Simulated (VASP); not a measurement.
Input of a VASP 6.6.1 run:

Contents of INCAR:

```
PREC = Accurate
ENCUT = 520
EDIFF = 1E-6
ISMEAR = -1
SIGMA = 0.05
LREAL = Auto
LASPH = T
NELM = 80
ALGO = Normal
ISIF = 2
LWAVE = F
LCHARG = T
LDIPOL = T
IDIPOL = 3
DIPOL = 0.5 0.5 0.488
GGA = PE
LELF = T
LVHAR = T
LVACPOTAV = T
NBANDS = 71
LUSENCCL = F
```

Contents of KPOINTS:

```
Automatic mesh
0
Gamma
  6 6 1
```

POSCAR

```
H2Ir12O
1.0
    5.4297315514      0.0000000000      0.0000000000
   -2.7148657757      4.7022854592      0.0000000000
    0.0000000000      0.0000000000     23.0395572471
Ir O H
12 1 2
Direct
    0.3333333333      0.1666666667      0.3472288948
    0.3333333333      0.6666666667      0.3472288948
    0.8333333333      0.1666666667      0.3472288948
    0.8333333333      0.6666666667      0.3472288948
    0.6666666667      0.3333333333      0.4434407534
    0.6666666667      0.8333333333      0.4434407534
    0.1666666667      0.3333333333      0.4434407534
    0.1666666667      0.8333333333      0.4434407534
    0.0000000000      0.5000000000      0.5396526120
    0.0000000000      0.0000000000      0.5396526120
    0.5000000000      0.5000000000      0.5396526120
    0.5000000000      0.0000000000      0.5396526120
    0.1666666667      0.3333333333      0.6498977861
    0.0430191776      0.3681116308      0.6762090556
    0.2903141558      0.2985550359      0.6762090556
```

Potentials or basis: VASP PAW PBE potentials, release 64 (Ir, O, H).

Launch:

```bash
$ cat potpaw_PBE.64/Ir/POTCAR potpaw_PBE.64/O/POTCAR potpaw_PBE.64/H/POTCAR > POTCAR
$ mpirun -np 1 vasp_std > vasp.out
```

Question: Estimate the largest force.

Answer: 1.420 eV/Å.

Question: Predict the band gap on the k mesh.

Answer: Zero (band 58 reaches 0.84 eV, above the bottom of band 59 at -0.30 eV).

Forces in eV/Å, atoms in the order of the input:
```
Ir   0.031 -0.007  0.343
Ir  -0.006  0.022  0.345
Ir  -0.031  0.000  0.344
Ir   0.005 -0.010  0.333
Ir  -0.003  0.018  0.031
Ir   0.006  0.002 -0.003
Ir  -0.001  0.002 -0.072
Ir  -0.012  0.002  0.011
Ir  -0.135  0.090 -0.589
Ir  -0.008 -0.090 -0.439
Ir   0.106  0.082 -0.526
Ir  -0.001  0.004 -0.327
O    0.048 -0.108  1.415
H    0.394 -0.084 -0.431
H   -0.393  0.078 -0.436
```

Caveat: spin-orbit coupling is left out, which moves the levels of the heavy elements.
